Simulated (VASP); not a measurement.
# AlGa3N4 (P1) in VASP: single point with PBEsol

Aim: the single point of AlGa3N4 with PBEsol.

Program: VASP 6.6.1. These are calculated values, not measurements. Logs are shortened: lines on timing, memory, paths and dates and some standing lists are left out, and cuts for length are marked.

### 1 The cell of the first run

The typed cell holds 8 atoms: a = 5.142 Å, b = 3.165 Å, c = 5.478 Å, α = 90.00°, β = 90.04°, γ = 90.00°.

### 2 Single point, PBEsol (atom 4 (Ga) moved +0.113 Å along Cartesian [1 -1 0])

INCAR

```
PREC = Accurate ; ENCUT = 520
EDIFF = 1E-6 ; ISMEAR = 0
SIGMA = 0.05 ; LREAL = False
LASPH = True ; NELM = 80
ALGO = Normal ; ISIF = 2
LWAVE = False ; LCHARG = True
GGA = PS ; LELF = True
LVHAR = True ; NBANDS = 41
```

KPOINTS

```
Automatic mesh
0
Gamma
  6 8 6
```

POSCAR

```
AlGa3N4
1.0
    5.1423512025      0.0000000000      0.0001215039
    0.0000000000      3.1649848011      0.0000000000
   -0.0035856884      0.0000000000      5.4784941380
Al Ga N
1 3 4
Direct
    0.0006034235      0.5000000000      0.6673576246
    0.4991167026      0.5000000000      0.3349195796
    0.4990273840      0.0000000000      0.8315570006
    1.0153312637     -0.0251342480      0.1661801853
    0.1196687536      0.5000000000      0.3400974151
    0.1176459797      0.0000000000      0.8263760593
    0.6204436392      0.0000000000      0.1662162869
    0.6312323461      0.5000000000      0.6672965055
```

Potentials or basis: VASP PAW PBE potentials, release 64 (Al, Ga_d, N).

Started as:

```
$ cat potpaw_PBE.64/Al/POTCAR potpaw_PBE.64/Ga_d/POTCAR potpaw_PBE.64/N/POTCAR > POTCAR
$ mpirun -np 1 vasp_std > vasp.out
```

OUTCAR:

```text
PREC = Accurate
   ENCUT = 520
   EDIFF = 1E-6
   ISMEAR = 0
   LREAL = False
   LASPH = True
   NELM = 80
   ISIF = 2
   GGA = PS

 ion  position               nearest neighbor table
   1  0.001  0.500  0.667-   5 1.89   8 1.90   6 1.90   6 1.90   4 3.12   4 3.13
   2  0.499  0.500  0.335-   7 1.94   7 1.94   8 1.94   5 1.95
   3  0.499  0.000  0.832-   7 1.94   8 1.94   8 1.94   6 1.96
   4  0.015  0.975  0.166-   5 1.86   6 1.94   5 1.99   7 2.03   1 3.12   1 3.13
   5  0.120  0.500  0.340-   4 1.86   1 1.89   2 1.95   4 1.99
   6  0.118  0.000  0.826-   1 1.90   1 1.90   4 1.94   3 1.96
   7  0.620  0.000  0.166-   2 1.94   2 1.94   3 1.94   4 2.03
   8  0.631  0.500  0.667-   1 1.90   2 1.94   3 1.94   3 1.94

  LATTYP: Found a simple monoclinic cell.
 ALAT       =     5.1423512039
 B/A-ratio  =     0.6154742598
 C/A-ratio  =     1.0653677849
 COS(beta)  =    -0.0006308743

  Lattice vectors:

 A1 = (   5.1423512025,   0.0000000000,   0.0001215039)
 A2 = (   0.0000000000,   3.1649848011,   0.0000000000)
 A3 = (  -0.0035856884,   0.0000000000,   5.4784941380)

Analysis of symmetry for initial positions (statically):
=====================================================================
 Subroutine PRICEL returns:
 Original cell was already a primitive cell.

 Routine SETGRP: Setting up the symmetry group for a
 simple monoclinic supercell.

 Subroutine GETGRP returns: Found  1 space group operations
 (whereof  1 operations were pure point group operations)
 out of a pool of  4 trial point group operations.

The static configuration has the point symmetry C_1 .

Analysis of symmetry for dynamics (positions and initial velocities):
=====================================================================
 Subroutine PRICEL returns:
 Original cell was already a primitive cell.

 Routine SETGRP: Setting up the symmetry group for a
 simple monoclinic supercell.

 Subroutine GETGRP returns: Found  1 space group operations
 (whereof  1 operations were pure point group operations)
 out of a pool of  4 trial point group operations.

The dynamic configuration has the point symmetry C_1 .

 Subroutine INISYM returns: Found  1 space group operations
 (whereof  1 operations are pure point group operations),
 and found     1 'primitive' translations

----------------------------------------------------------------------------------------

                                     Primitive cell

  volume of cell :      89.1650

  direct lattice vectors                    reciprocal lattice vectors
     5.142351203  0.000000000  0.000121504     0.194463572  0.000000000  0.000127277
     0.000000000  3.164984801  0.000000000     0.000000000  0.315957283  0.000000000
    -0.003585688  0.000000000  5.478494138    -0.000004313  0.000000000  0.182531907

  length of vectors
     5.142351204  3.164984801  5.478495311     0.194463614  0.315957283  0.182531907

  position of ions in fractional coordinates (direct lattice)
     0.000603424  0.500000000  0.667357625
     0.499116703  0.500000000  0.334919580
     0.499027384  0.000000000  0.831557001
     0.015331264  0.974865752  0.166180185
     0.119668754  0.500000000  0.340097415
     0.117645980  0.000000000  0.826376059
     0.620443639  0.000000000  0.166216287
     0.631232346  0.500000000  0.667296505

  ion indices of the primitive-cell ions
   primitive index   ion index
                 1           1
                 2           2
                 3           3
                 4           4
                 5           5
                 6           6
                 7           7
                 8           8

----------------------------------------------------------------------------------------

 KPOINTS: Automatic mesh

Automatic generation of k-mesh.
 Grid dimensions read from file:
 generate k-points for:    6    8    6

 Generating k-lattice:

  Cartesian coordinates                     Fractional coordinates (reciprocal lattice)
     0.032410595  0.000000000  0.000021213     0.166666667  0.000000000 -0.000000000
     0.000000000  0.039494660  0.000000000     0.000000000  0.125000000  0.000000000
    -0.000000719  0.000000000  0.030421985     0.000000000  0.000000000  0.166666667

  Length of vectors
     0.032410602  0.039494660  0.030421985

  Shift w.r.t. Gamma in fractional coordinates (k-lattice)
     0.000000000  0.000000000  0.000000000

 Subroutine IBZKPT returns following result:
 ===========================================

 Found    148 irreducible k-points:

 Following reciprocal coordinates:
            Coordinates               Weight
  0.000000  0.000000  0.000000      1.000000
  0.166667  0.000000 -0.000000      2.000000
  0.333333  0.000000  0.000000      2.000000
  0.500000  0.000000 -0.000000      1.000000
  0.000000  0.125000  0.000000      2.000000
  0.166667  0.125000 -0.000000      2.000000
[... 16 lines left out ...]
  0.000000  0.500000  0.000000      1.000000
  0.166667  0.500000 -0.000000      2.000000
 [... further k-points ...]
   k-points           NKPTS =    148   k-points in BZ     NKDIM =    148   number of bands    NBANDS=     41
   number of dos      NEDOS =    301   number of ions     NIONS =      8
   total plane-waves  NPLWV =  40320
   dimension x,y,z NGX =    40 NGY =   24 NGZ =   42
   dimension x,y,z NGXF=    80 NGYF=   48 NGZF=   84
   ions per type =               1   3   4
   NGX,Y,Z   is equivalent  to a cutoff of  12.93, 12.61, 12.74 a.u.
   NGXF,Y,Z  is equivalent  to a cutoff of  25.86, 25.21, 25.49 a.u.
 SYSTEM =  unknown system
   PREC   = accura    normal or accurate (medium, high low for compatibility)
   ISTART =      0    job   : 0-new  1-cont  2-samecut
   ICHARG =      2    charge: 1-file 2-atom 10-const
   ISPIN  =      1    spin polarized calculation?
   LNONCOLLINEAR =      F non collinear calculations
   LSORBIT =      F    spin-orbit coupling
   LASPH  =      T    aspherical Exc in radial PAW
   ENCUT  =  520.0 eV  38.22 Ry    6.18 a.u.   9.56  5.88 10.19*2*pi/ulx,y,z
   NELM   =     80;   NELMIN=  2; NELMDL= -5     # of ELM steps
   EDIFF  = 0.1E-05   stopping-criterion for ELM
   LREAL  =      F    real-space projection
   EDIFFG = 0.1E-04   stopping-criterion for IOM
   NSW    =      0    number of steps for IOM
   IBRION =     -1    ionic relax: 0-MD 1-quasi-New 2-CG
   NFREE  =      0    steps in history (QN), initial steepest desc. (CG)
   ISIF   =      2    stress and relaxation
   ISYM   =      2    0-nonsym 1-usesym 2-fastsym
   POTIM  = 0.5000    time-step for ionic-motion
   TEBEG  =    0.0;   TEEND  =   0.0 temperature during run
   PSTRESS=    0.0 pullay stress
   NELECT =      62.0000    total number of electrons
   NUPDOWN=      -1.0000    fix difference up-down
   EMIN   =  10.00;   EMAX   =-10.00  energy-range for DOS
   EFERMI =   0.00;   METHOD = LEGACY
   ISMEAR =     0;   SIGMA  =   0.05  broadening in eV -4-tet -1-fermi 0-gaus
   EFERMI_NEDOS =   21; number of points for ismear=-14 and -15
   IALGO  =     38    algorithm
   IMIX   =      4    mixing-type and parameters
     AMIX     =   0.40;   BMIX     =  1.00
     AMIX_MAG =   1.60;   BMIX_MAG =  1.00
  volume/ion in A,a.u.               =      11.15        75.21
  Fermi-wavevector in a.u.,A,eV,Ry     =   1.450354  2.740771 28.620199  2.103525
  Thomas-Fermi vector in A             =   2.567975
   LORBIT       =      0    0 simple, 1 ext, 2 COOP (PROOUT), +10 PAW based schemes
   GGA     = PS    functional components
   LHFCALC =     F    Hartree Fock is set to
   AEXX    =    0.0000 exact exchange contribution
   IVDW    =     0    specifies the selected vdW correction
   LEPSILON=     F    determine dielectric tensor
   LRPA    =     F    only Hartree local field effects (RPA)
 non-spin polarized calculation
 Gauss-broadening in eV      SIGMA  =   0.05
  energy-cutoff  :      520.00
  volume of cell :       89.17
 maximum number of plane-waves:      2426
 NGX is ok and might be reduce to    40
   NGX = 19   NGY = 11   NGZ = 21

 number of electron      61.9999978 magnetization

 Free energy of the ion-electron system (eV)
  ---------------------------------------------------
  ext. energy  EPLUGINS =         0.00000000
  ---------------------------------------------------
  free energy    TOTEN  =       -54.92654057 eV

  energy without entropy =      -54.92654057  energy(sigma->0) =      -54.92654057

 E-fermi :   5.6914     XC(G=0): -11.7343

 val. band max:        5.4737265380   @ k =   0.0000   0.0000   0.0000
 cond. band min:       7.8182873662   @ k =   0.0000   0.0000   0.0000
 fundamental gap:      2.3445608282
 Fermi energy:         5.6913885717

 k-point     1 :       0.0000    0.0000    0.0000
  band No.  band energies     occupation
      1     -10.4106      2.00000
      2      -9.3567      2.00000
      3      -9.2997      2.00000
      4      -9.0126      2.00000
      5      -7.8284      2.00000
      6      -7.8022      2.00000
[... 33 lines left out ...]
     40      15.6684      0.00000
     41      15.8309      0.00000

 k-point     2 :       0.1667    0.0000   -0.0000
  band No.  band energies     occupation
      1     -10.3249      2.00000
      2      -9.3919      2.00000
      3      -9.2689      2.00000
      4      -9.0254      2.00000
      5      -7.8277      2.00000
      6      -7.7974      2.00000
[... 33 lines left out ...]
     40      15.6129      0.00000
     41      15.7485      0.00000

 k-point     3 :       0.3333    0.0000    0.0000
  band No.  band energies     occupation
      1     -10.0946      2.00000
      2      -9.5155      2.00000
      3      -9.2042      2.00000
      4      -9.0559      2.00000
      5      -7.8257      2.00000
      6      -7.7870      2.00000
[... 875 lines left out ...]
      2      -9.2546      2.00000
      3      -9.1003      2.00000
      4      -8.9609      2.00000
      5      -7.7681      2.00000
      6      -7.7642      2.00000
[... 33 lines left out ...]
     40      15.0148      0.00000
     41      15.5280      0.00000

 k-point    24 :       0.1667    0.5000   -0.0000
  band No.  band energies     occupation
      1      -9.4321      2.00000
      2      -9.2323      2.00000
      3      -9.1053      2.00000
      4      -8.9446      2.00000
      5      -7.7667      2.00000
      6      -7.7592      2.00000
[... 33 lines left out ...]
     40      14.8482      0.00000
     41      15.2068      0.00000

 [... further k-points ...]

------------------------ aborting loop because EDIFF is reached ----------------------------------------

  FORCE on cell =-STRESS in cart. coord.  units (eV):
  Direction    XX          YY          ZZ          XY          YZ          ZX
  --------------------------------------------------------------------------------------
  -------------------------------------------------------------------------------------
  Total       -0.5970541      0.5406022      0.4128695     -0.4029109     -0.8177346      0.1093821
  in kB      -10.7282707      9.7139046      7.4187179     -7.2397741    -14.6936056      1.9654509
  external PRESSURE =       2.1347839 kB  Pullay stress =       0.0000000 kB

 VOLUME and BASIS-vectors are now :
 -----------------------------------------------------------------------------
  energy-cutoff  :      520.00
  volume of cell :       89.17
      direct lattice vectors                 reciprocal lattice vectors
     5.142351203  0.000000000  0.000121504     0.194463572  0.000000000  0.000127277
     0.000000000  3.164984801  0.000000000     0.000000000  0.315957283  0.000000000
    -0.003585688  0.000000000  5.478494138    -0.000004313  0.000000000  0.182531907

 POSITION                                       TOTAL-FORCE (eV/Angst)
 -----------------------------------------------------------------------------------
      0.00071      1.58249      3.65611        -0.136970     -0.048218      0.030589
      2.56543      1.58249      1.83492         0.402285     -0.047816     -0.039426
      2.56319      0.00000      4.55574         0.254908      0.007989      0.047038
      0.07824      3.08544      0.91042        -1.287181      1.239361     -0.227236
      0.61416      1.58249      1.86324         0.293679     -0.999280      0.335321
      0.60201      0.00000      4.52731         0.107720     -0.061306     -0.141208
      3.18994      0.00000      0.91069         0.378386     -0.088002      0.006971
      3.24363      1.58249      3.65586        -0.012827     -0.002729     -0.012050
 -----------------------------------------------------------------------------------
    total drift:                               -0.000192      0.000141     -0.000242

  FREE ENERGIE OF THE ION-ELECTRON SYSTEM (eV)
  ---------------------------------------------------
  free  energy   TOTEN  =       -54.9265405708 eV

  energy  without entropy=      -54.9265405708  energy(sigma->0) =      -54.92654057
```

It took 7.1 min on 1 thread of Intel Xeon Platinum 8259CL at 2.50GHz (Skylake/Cascade Lake), shared host; peak memory 0.5 GiB.

Results:

- Free energy: -54.9265 eV
- Pressure: 0.2 GPa
- Largest force: 1.801 eV/Å
- Band gap on the k mesh: 2.34 eV

Forces in eV/Å, atoms in the order of the input:
```
Al  -0.137 -0.048  0.031
Ga   0.402 -0.048 -0.039
Ga   0.255  0.008  0.047
Ga  -1.287  1.239 -0.227
N    0.294 -0.999  0.335
N    0.108 -0.061 -0.141
N    0.378 -0.088  0.007
N   -0.013 -0.003 -0.012
```

Stress tensor (GPa, compression positive):
```
-1.07 -0.72  0.20
-0.72  0.97 -1.47
 0.20 -1.47  0.74
```

Caveat: the cell differs from its parent crystal (atom 4 (Ga) moved +0.113 Å along Cartesian [1 -1 0]); the PAW data sets were made with another functional, which shifts forces and pressure a little.
